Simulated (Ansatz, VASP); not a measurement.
Ge: VASP beside Ansatz

```xyz
2
Lattice="0.0000 2.9702 2.8288 2.9702 0.0000 2.8288 2.9702 2.9702 0.0000" Properties=species:S:1:pos:R:3 pbc="T T T"
Ge    2.9702    2.9702    2.8288
Ge    4.4553    4.4553    4.2432
```

Change from the starting cell: strain +0.050 along x and y, +0.000 along z, atoms carried along.

Alike in both runs: task single point; functional PBEsol; k mesh 14 × 14 × 14; occupations gaussian, width 0.15 eV; no spin polarisation.

|  | VASP | Ansatz |
| --- | --- | --- |
| version | VASP 6.6.1 | Ansatz 0.2.0 |
| potentials or method | VASP PAW PBE potentials, release 64 (Ge_d), cutoff 520 eV | scalar-relativistic, plane waves, PAW |
| valence electrons in the cell | 28 | 28 |

VASP gave:

- gap on the k mesh at the Fermi level (eV): none
- pressure (GPa): -4.8
- traceless stress, the component that is largest in VASP (GPa): 1.91

Q: Estimate Ansatz's values.

A: gap on the k mesh at the Fermi level (eV): none; pressure (GPa): -4.8; traceless stress, the component that is largest in VASP (GPa): 1.90.

VASP's potentials were made for PBE, not for PBEsol. A gap of «none» marks a metal or a gap that the smearing closes.
